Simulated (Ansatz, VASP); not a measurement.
Given: the input of a run of VASP 6.6.1 on In3SbTe2.

Contents of INCAR:

```
SYSTEM = In3SbTe2
  PREC = Accurate
  ENCUT = 520
  EDIFF = 1E-7
  ISMEAR = -1
  SIGMA = 0.05
  LREAL = .FALSE.
  LASPH = .TRUE.
  NELM = 80
  ALGO = Normal
  ISIF = 2
  LWAVE = .FALSE.
  LCHARG = .FALSE.
  GGA = PE
  NBANDS = 37
```

KPOINTS

```
Automatic mesh
0
G
  7 7 3
  0 0 0
```

POSCAR

```
In3SbTe2
1.0
    4.4280963236      0.0000000000      0.0000000000
   -2.2140481618      3.8348439066      0.0000000000
    0.0000000000      0.0000000000     10.7564470000
Te Sb In
2 1 3
Direct
    0.6600030000      0.3344070000      0.3308780000
    0.3248040000      0.6448590000      0.6680490000
   -0.0134870000     -0.0078180000     -0.0061390000
    0.6716030000      0.3515380000      0.8438270000
    0.3340410000      0.6651240000      0.1586790000
    0.0152960000      0.0002540000      0.4985960000
```

Potentials or basis: VASP PAW PBE potentials, release 64 (Te, Sb, In_d).

The run is started by

```sh
$ cat potpaw_PBE.64/Te/POTCAR potpaw_PBE.64/Sb/POTCAR potpaw_PBE.64/In_d/POTCAR > POTCAR
$ mpirun -np 1 vasp_std > vasp.out
```

Question: Set up the same calculation for Ansatz 0.2.0. Potentials there: Ansatz PAW.

Answer: As run (the cutoff follows the program's own potentials):

Contents of input.yaml:

```yaml
crystal:
  lattice:
    - [4.4280963236, 0.0, 0.0]
    - [-2.2140481618, 3.8348439066, 0.0]
    - [0.0, 0.0, 10.756447]
  atoms:
    - { symbol: Te, position: [0.660003, 0.334407, 0.330878] }
    - { symbol: Te, position: [0.324804, 0.644859, 0.668049] }
    - { symbol: Sb, position: [-0.013487, -0.007818, -0.006139] }
    - { symbol: In, position: [0.671603, 0.351538, 0.843827] }
    - { symbol: In, position: [0.334041, 0.665124, 0.158679] }
    - { symbol: In, position: [0.015296, 0.000254, 0.498596] }
hamiltonian:
  xc: pbe
  pseudopotentials: { kind: paw }
kpoints:
  mp_grid: { grid: [7, 7, 3] }
scf:
  occupations: { method: fermi_dirac, width: 0.05 }
output:
  forces: true
  stress: true
  eigenvalues: true
```

Potentials or basis: Ansatz PAW.

Launch:

```sh
$ ansatz run input.yaml --threads 2 --pin off --max-ram 5120MiB --backend cpu --events-out ev --progress --plain --runs-dir out
```

Both were run:

|  | VASP | Ansatz | Ansatz less VASP |
| --- | --- | --- | --- |
| gap on the k mesh at the Fermi level (eV) | none | none | - |
| pressure (GPa) | -0.1 | -0.1 | +0.02 |
| traceless stress, the component that is largest in VASP (GPa) | 0.49 | 0.49 | -0.003 |
| rms of the force components (eV/Å) | 0.115 | 0.114 | -0.0003 |

Atom by atom the forces differ by 0.001 eV/Å (rms over components). A gap of «none» marks a metal or a gap that the smearing closes. The functional is the same, so the differences come from potentials, cutoffs and numerics. VASP's potentials hold 56 valence electrons a cell and Ansatz's 86, so a difference there can come from the potentials and not from the codes.

Spin-orbit coupling is off throughout.
